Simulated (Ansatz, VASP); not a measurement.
HfN: VASP beside Ansatz

```
CELL_PARAMETERS angstrom
0.00000 2.27390 2.27390
2.27390 0.00000 2.27390
2.27390 2.27390 0.00000
ATOMIC_POSITIONS crystal
Hf 0.00000 0.00000 0.00000
N 0.50000 0.50000 0.40671
```

Alike in both runs: task single point; functional PBE; k mesh 22 × 22 × 22; occupations gaussian, width 0.15 eV; no spin polarisation.

```csv
,VASP,Ansatz
version,VASP 6.6.1,Ansatz 0.2.0
potentials or method,"VASP PAW PBE potentials, release 64 (Hf_pv, N), cutoff 520 eV","scalar-relativistic, plane waves, PAW"
valence electrons in the cell,15,31
```

|  | VASP | Ansatz | Ansatz less VASP |
| --- | --- | --- | --- |
| gap on the k mesh at the Fermi level (eV) | none | none | - |
| pressure (GPa) | 8.9 | 10.9 | +1.97 |
| traceless stress, the component that is largest in VASP (GPa) | -10.20 | -10.22 | -0.020 |
| rms of the force components (eV/Å) | 1.884 | 1.876 | -0.0089 |

Atom by atom the forces differ by 0.009 eV/Å (rms over components). A gap of «none» marks a metal or a gap that the smearing closes. With one functional, cell and mesh, what is left measures potentials, basis and numerics. VASP's potentials hold 15 valence electrons a cell and Ansatz's 31, so a difference there can come from the potentials and not from the codes.

Spin-orbit coupling is off throughout.
